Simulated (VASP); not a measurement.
# Sc2GeSe (P4/mmm) in VASP: notebook

Sc2GeSe is run at these levels: PBE; tasks: relaxation of cell and atoms, single point.

Program: VASP 6.6.1. These are calculated values, not measurements. Logs are shortened: lines on timing, memory, paths and dates and some standing lists are left out, and cuts for length are marked.

## 1. The cell of the first run

Symmetry: P4/mmm, No. 123, tetragonal system. Conventional cell: a = 3.892 Å, b = 3.892 Å, c = 5.481 Å, α = 90.00°, β = 90.00°, γ = 90.00°. Within 3.6 Å of Sc (site symmetry 4/mmm) lie 2 Ge at 2.74 Å and 4 Se at 2.75 Å. Sc (site symmetry 4/mmm) has 2 Se at 2.74 Å and 4 Ge at 2.75 Å within 3.6 Å. Ge (site symmetry 4/mmm) has 6 Sc at 2.74 to 2.75 Å within 3.6 Å. Se (site symmetry 4/mmm) has 6 Sc at 2.74 to 2.75 Å within 3.6 Å.

## 2. Relaxation of cell and atoms, PBE

Contents of INCAR:

```
SYSTEM = Sc2GeSe
PREC     = Accurate       ! precision mode
ENCUT    = 600            ! plane-wave cutoff, eV
EDIFF    = 1E-7           ! SCF threshold, eV
ISMEAR   = 0              ! smearing method
SIGMA    = 0.1            ! smearing width, eV
LREAL    = .FALSE.        ! projectors in reciprocal space
LASPH    = .TRUE.         ! aspherical terms in the spheres
NELM     = 60             ! most SCF steps
ALGO     = Fast           ! electronic algorithm
ISIF     = 3              ! what is computed and relaxed
LWAVE    = .FALSE.        ! write WAVECAR
LCHARG   = .FALSE.        ! write CHGCAR
GGA      = PE             ! functional
IBRION   = 2              ! ionic algorithm
NSW      = 90             ! ionic steps
EDIFFG   = -0.04          ! ionic threshold
```

Contents of KPOINTS:

```
regular mesh
0
G
  4 4 4
  0 0 0
```

Contents of POSCAR:

```
Sc2GeSe
1.0
    3.8920991558      0.0000000000      0.0000000000
    0.0000000000      3.8920991558      0.0000000000
    0.0000000000      0.0000000000      5.4806133046
Sc Ge Se
2 1 1
Direct
    0.5000000000      0.5000000000      0.0000000000
    0.0000000000      0.0000000000      0.5000000000
    0.5000000000      0.5000000000      0.5000000000
    0.0000000000      0.0000000000      0.0000000000
```

Potentials or basis: VASP PAW PBE potentials, release 64 (Sc_sv, Ge_d, Se).

Launch:

```sh
$ cat potpaw_PBE.64/Sc_sv/POTCAR potpaw_PBE.64/Ge_d/POTCAR potpaw_PBE.64/Se/POTCAR > POTCAR
$ mpirun -np 1 vasp_std > vasp.out
```

OUTCAR:

```text
SYSTEM = Sc2GeSe
   PREC = Accurate
   ENCUT = 600
   EDIFF = 1E-7
   ISMEAR = 0
   LREAL = .FALSE.
   LASPH = .TRUE.
   NELM = 60
   ISIF = 3
   GGA = PE
   IBRION = 2
   NSW = 90
   EDIFFG = -0.04

 ion  position               nearest neighbor table
   1  0.500  0.500  0.000-   3 2.74   3 2.74   4 2.75   4 2.75   4 2.75   4 2.75
   2  0.000  0.000  0.500-   4 2.74   4 2.74   3 2.75   3 2.75   3 2.75   3 2.75
   3  0.500  0.500  0.500-   1 2.74   1 2.74   2 2.75   2 2.75   2 2.75   2 2.75
   4  0.000  0.000  0.000-   2 2.74   2 2.74   1 2.75   1 2.75   1 2.75   1 2.75

  LATTYP: Found a simple tetragonal cell.
 ALAT       =     3.8920991558
 C/A-ratio  =     1.4081381499

  Lattice vectors:

 A1 = (   3.8920991558,   0.0000000000,   0.0000000000)
 A2 = (   0.0000000000,   3.8920991558,   0.0000000000)
 A3 = (   0.0000000000,   0.0000000000,   5.4806133046)

Analysis of symmetry for initial positions (statically):
=====================================================================
 Subroutine PRICEL returns:
 Original cell was already a primitive cell.

 Routine SETGRP: Setting up the symmetry group for a
 simple tetragonal supercell.

 Subroutine GETGRP returns: Found 16 space group operations
 (whereof 16 operations were pure point group operations)
 out of a pool of 16 trial point group operations.

The static configuration has the point symmetry D_4h.

Analysis of symmetry for dynamics (positions and initial velocities):
=====================================================================
 Subroutine PRICEL returns:
 Original cell was already a primitive cell.

 Routine SETGRP: Setting up the symmetry group for a
 simple tetragonal supercell.

 Subroutine GETGRP returns: Found 16 space group operations
 (whereof 16 operations were pure point group operations)
 out of a pool of 16 trial point group operations.

The dynamic configuration has the point symmetry D_4h.

 Subroutine INISYM returns: Found 16 space group operations
 (whereof 16 operations are pure point group operations),
 and found     1 'primitive' translations

----------------------------------------------------------------------------------------

                                     Primitive cell

  volume of cell :      83.0227

  direct lattice vectors                    reciprocal lattice vectors
     3.892099156  0.000000000  0.000000000     0.256930762  0.000000000  0.000000000
     0.000000000  3.892099156  0.000000000     0.000000000  0.256930762  0.000000000
     0.000000000  0.000000000  5.480613305     0.000000000  0.000000000  0.182461331

  length of vectors
     3.892099156  3.892099156  5.480613305     0.256930762  0.256930762  0.182461331

  position of ions in fractional coordinates (direct lattice)
     0.500000000  0.500000000  0.000000000
     0.000000000  0.000000000  0.500000000
     0.500000000  0.500000000  0.500000000
     0.000000000  0.000000000  0.000000000

  ion indices of the primitive-cell ions
   primitive index   ion index
                 1           1
                 2           2
                 3           3
                 4           4

----------------------------------------------------------------------------------------

 KPOINTS: regular mesh

Automatic generation of k-mesh.
 Grid dimensions read from file:
 generate k-points for:    4    4    4

 Generating k-lattice:

  Cartesian coordinates                     Fractional coordinates (reciprocal lattice)
     0.064232690  0.000000000  0.000000000     0.250000000  0.000000000  0.000000000
     0.000000000  0.064232690  0.000000000     0.000000000  0.250000000  0.000000000
     0.000000000  0.000000000  0.045615333     0.000000000  0.000000000  0.250000000

[... 56 lines left out ...]
   ISYM   =      2    0-nonsym 1-usesym 2-fastsym
   POTIM  = 0.5000    time-step for ionic-motion
   TEBEG  =    0.0;   TEEND  =   0.0 temperature during run
   PSTRESS=    0.0 pullay stress
   NELECT =      42.0000    total number of electrons
   NUPDOWN=      -1.0000    fix difference up-down
   EMIN   =  10.00;   EMAX   =-10.00  energy-range for DOS
   EFERMI =   0.00;   METHOD = LEGACY
   ISMEAR =     0;   SIGMA  =   0.10  broadening in eV -4-tet -1-fermi 0-gaus
   EFERMI_NEDOS =   21; number of points for ismear=-14 and -15
   IALGO  =     68    algorithm
   IMIX   =      4    mixing-type and parameters
     AMIX     =   0.40;   BMIX     =  1.00
     AMIX_MAG =   1.60;   BMIX_MAG =  1.00
  volume/ion in A,a.u.               =      20.76       140.07
  Fermi-wavevector in a.u.,A,eV,Ry     =   1.304445  2.465043 23.151340  1.701575
  Thomas-Fermi vector in A             =   2.435380
   LORBIT       =      0    0 simple, 1 ext, 2 COOP (PROOUT), +10 PAW based schemes
   GGA     = PE    functional components
   LHFCALC =     F    Hartree Fock is set to
   AEXX    =    0.0000 exact exchange contribution
   IVDW    =     0    specifies the selected vdW correction
   LEPSILON=     F    determine dielectric tensor
   LRPA    =     F    only Hartree local field effects (RPA)
 conjugate gradient relaxation of ions
 non-spin polarized calculation
 RMM-DIIS sequential band-by-band and
 Gauss-broadening in eV      SIGMA  =   0.10
  energy-cutoff  :      600.00
  volume of cell :       83.02
 maximum number of plane-waves:      2788
 NGX is ok and might be reduce to    32
   NGX = 15   NGY = 15   NGZ = 21

--------------------------------------- Ionic step        1  -------------------------------------------

 number of electron      42.0000010 magnetization

 Free energy of the ion-electron system (eV)
  ---------------------------------------------------
  ext. energy  EPLUGINS =         0.00000000
  ---------------------------------------------------
  free energy    TOTEN  =       -25.51332760 eV

  energy without entropy =      -25.51196907  energy(sigma->0) =      -25.51264834

------------------------ aborting loop because EDIFF is reached ----------------------------------------

  FORCE on cell =-STRESS in cart. coord.  units (eV):
  Direction    XX          YY          ZZ          XY          YZ          ZX
  --------------------------------------------------------------------------------------
  -------------------------------------------------------------------------------------
  Total        0.0340011      0.0340011      0.1797741      0.0000000     -0.0000000      0.0000000
  in kB        0.6561547      0.6561547      3.4692917      0.0000000     -0.0000000      0.0000000
  external PRESSURE =       1.5938670 kB  Pullay stress =       0.0000000 kB

 VOLUME and BASIS-vectors are now :
 -----------------------------------------------------------------------------
  energy-cutoff  :      600.00
  volume of cell :       83.02
      direct lattice vectors                 reciprocal lattice vectors
     3.892099156  0.000000000  0.000000000     0.256930762  0.000000000  0.000000000
     0.000000000  3.892099156  0.000000000     0.000000000  0.256930762  0.000000000
     0.000000000  0.000000000  5.480613305     0.000000000  0.000000000  0.182461331

 POSITION                                       TOTAL-FORCE (eV/Angst)
 -----------------------------------------------------------------------------------
      1.94605      1.94605      0.00000         0.000000      0.000000      0.000000
      0.00000      0.00000      2.74031         0.000000      0.000000      0.000000
      1.94605      1.94605      2.74031         0.000000      0.000000      0.000000
      0.00000      0.00000      0.00000         0.000000      0.000000      0.000000
 -----------------------------------------------------------------------------------
    total drift:                                0.000000     -0.000000     -0.000000

  FREE ENERGIE OF THE ION-ELECTRON SYSTEM (eV)
  ---------------------------------------------------
  free  energy   TOTEN  =       -25.5133276027 eV

  energy  without entropy=      -25.5119690676  energy(sigma->0) =      -25.51264834

--------------------------------------- Ionic step        2  -------------------------------------------

 number of electron      42.0000010 magnetization

 Free energy of the ion-electron system (eV)
  ---------------------------------------------------
  ext. energy  EPLUGINS =         0.00000000
  ---------------------------------------------------
  free energy    TOTEN  =       -25.51346483 eV

  energy without entropy =      -25.51217310  energy(sigma->0) =      -25.51281897

 E-fermi :   5.2846     XC(G=0): -10.4547

 val. band max:        5.1472622689   @ k =   0.2500   0.0000   0.0000
 cond. band min:       5.3907233840   @ k =   0.0000   0.0000   0.5000
 fundamental gap:      0.2434611151
 Fermi energy:         5.2845593572

 k-point     1 :       0.0000    0.0000    0.0000
  band No.  band energies     occupation
      1     -44.9275      2.00000
      2     -44.2047      2.00000
      3     -23.6343      2.00000
      4     -23.6343      2.00000
      5     -23.4052      2.00000
      6     -23.0031      2.00000
[... 493 lines left out ...]
     24       7.3264      0.00000
     25       7.3299      0.00000

------------------------ aborting loop because EDIFF is reached ----------------------------------------

  FORCE on cell =-STRESS in cart. coord.  units (eV):
  Direction    XX          YY          ZZ          XY          YZ          ZX
  --------------------------------------------------------------------------------------
  -------------------------------------------------------------------------------------
  Total       -0.0380068     -0.0380068     -0.0550780      0.0000000     -0.0000000      0.0000000
  in kB       -0.7312706     -0.7312706     -1.0597286      0.0000000     -0.0000000      0.0000000
  external PRESSURE =      -0.8407566 kB  Pullay stress =       0.0000000 kB

 VOLUME and BASIS-vectors are now :
 -----------------------------------------------------------------------------
  energy-cutoff  :      600.00
  volume of cell :       83.27
      direct lattice vectors                 reciprocal lattice vectors
     3.893695210  0.000000000  0.000000000     0.256825444  0.000000000 -0.000000000
     0.000000000  3.893695210  0.000000000     0.000000000  0.256825444  0.000000000
     0.000000000 -0.000000000  5.492496344     0.000000000  0.000000000  0.182066575

 POSITION                                       TOTAL-FORCE (eV/Angst)
 -----------------------------------------------------------------------------------
      1.94685      1.94685      0.00000        -0.000000      0.000000      0.000000
      0.00000     -0.00000      2.74625         0.000000     -0.000000      0.000000
      1.94685      1.94685      2.74625        -0.000000      0.000000      0.000000
      0.00000      0.00000      0.00000         0.000000     -0.000000      0.000000
 -----------------------------------------------------------------------------------
    total drift:                                0.000000     -0.000000     -0.000000

  FREE ENERGIE OF THE ION-ELECTRON SYSTEM (eV)
  ---------------------------------------------------
  free  energy   TOTEN  =       -25.5134648272 eV

  energy  without entropy=      -25.5121731035  energy(sigma->0) =      -25.51281897

 reached required accuracy - stopping structural energy minimisation
```

Run time: 3 min. Hardware: 1 thread of Oxide Virtual Turin-like, shared host; peak memory 0.21 GiB.

What came out:

- Free energy: -25.5135 eV
- Relaxed volume: 20.82 Å³/atom
- Relaxed cell: a = 3.894 Å, b = 3.894 Å, c = 5.492 Å, α = 90.00°, β = 90.00°, γ = 90.00°
- Space group after relaxing (to 0.1 Å): P4/mmm (No. 123)
- Energy gained by relaxing: 0.0 meV/atom
- Ionic steps: 2
- Pressure after relaxing: -0.1 GPa
- Band gap on the k mesh: zero (bands 21 and 22 overlap by 1.48 eV)

Step by step:
```csv
step,energy change (eV),largest force (eV/Å),pressure (GPa),volume (Å³)
1,0.0000,0.0000,0.16,83.02
2,-0.0001,0.0000,-0.08,83.27
```

Final structure:
```xyz
4
Lattice="3.8937 0.0000 0.0000 0.0000 3.8937 0.0000 0.0000 0.0000 5.4925" Properties=species:S:1:pos:R:3 pbc="T T T"
Sc    1.9468    1.9468    0.0000
Sc    0.0000    0.0000    2.7462
Ge    1.9468    1.9468    2.7462
Se    0.0000    0.0000    0.0000
```

Caveat: the k points lie up to 0.40 Å⁻¹ apart in the final cell, too coarse for converged energies and pressures of a metal.

## 3. Single point, PBE, collinear spin

Contents of INCAR:

```
SYSTEM = Sc2GeSe
PREC = Accurate
ENCUT = 520
EDIFF = 1E-6
ISMEAR = 0
SIGMA = 0.1
LREAL = .FALSE.
LASPH = .TRUE.
NELM = 150
ALGO = Normal
ISIF = 2
LWAVE = .FALSE.
LCHARG = .FALSE.
ISPIN = 2
MAGMOM = 1 1 0 0
LORBIT = 11
LMAXMIX = 4
GGA = PE
NBANDS = 33
```

KPOINTS is that of step 2.

POSCAR is that of step 2.

Potentials or basis: VASP PAW PBE potentials, release 64 (Sc_sv, Ge_d, Se).

Launch:

```sh
$ cat potpaw_PBE.64/Sc_sv/POTCAR potpaw_PBE.64/Ge_d/POTCAR potpaw_PBE.64/Se/POTCAR > POTCAR
$ mpirun -np 1 vasp_std > vasp.out
```

Run time: 95 s. Hardware: 1 thread of Oxide Virtual Turin-like, shared host; peak memory 0.22 GiB.

Results (log left out):

* Free energy: -25.5128 eV
* Pressure: 0.1 GPa
* Band gap on the k mesh: zero (filled and empty bands overlap)
* Net moment: 0.00 μB per cell
* Valence electrons inside the program's atomic spheres: Sc 9.36, 9.41; Ge 12.48; Se 3.95

Stress tensor (GPa, compression positive):
```
0.03 0.00 0.00
0.00 0.03 0.00
0.00 0.00 0.31
```

Levels at points of the mesh, in eV from the Fermi level:
Spin up:
```
           k point  band 17  band 18  band 19  band 20  band 21  band 22  band 23  band 24  band 25  band 26
(0.00, 0.00, 0.00)    -2.82    -2.82    -0.96     0.67     0.67     0.69     0.82     0.87     1.10     1.72
(0.50, 0.00, 0.00)    -4.04    -3.81    -3.08    -1.78    -0.75     1.49     1.80     1.87     1.91     2.19
(0.50, 0.50, 0.00)    -4.84    -3.20    -0.83    -0.83    -0.80    -0.80     0.30     1.65     1.70     2.14
(0.00, 0.00, 0.50)    -2.91    -2.91    -2.43    -0.64     0.10     0.10     0.35     0.89     1.99     2.00
(0.50, 0.00, 0.50)    -5.35    -3.89    -2.27    -1.79    -1.01     1.79     2.07     2.12     2.37     2.68
(0.50, 0.50, 0.50)    -4.76    -4.23    -2.35    -2.35    -1.67     1.85     1.85     2.03     2.07     2.07
```
Spin down:
| k point | band 18 | band 19 | band 20 | band 21 | band 22 | band 23 | band 24 | band 25 |
| --- | --- | --- | --- | --- | --- | --- | --- | --- |
| (0.00, 0.00, 0.00) | -2.82 | -0.96 | 0.67 | 0.67 | 0.69 | 0.82 | 0.87 | 1.10 |
| (0.50, 0.00, 0.00) | -3.81 | -3.08 | -1.78 | -0.75 | 1.49 | 1.79 | 1.87 | 1.91 |
| (0.50, 0.50, 0.00) | -3.20 | -0.83 | -0.83 | -0.80 | -0.80 | 0.30 | 1.65 | 1.70 |
| (0.00, 0.00, 0.50) | -2.91 | -2.43 | -0.64 | 0.10 | 0.10 | 0.35 | 0.89 | 1.99 |
| (0.50, 0.00, 0.50) | -3.89 | -2.27 | -1.79 | -1.01 | 1.79 | 2.07 | 2.12 | 2.37 |
| (0.50, 0.50, 0.50) | -4.23 | -2.35 | -2.35 | -1.67 | 1.85 | 1.85 | 2.03 | 2.07 |

Caveat: the k points lie up to 0.40 Å⁻¹ apart, too coarse for converged energies and pressures of a metal.

The gap in the log of VASP goes by the Fermi energy; the results here count the filled bands.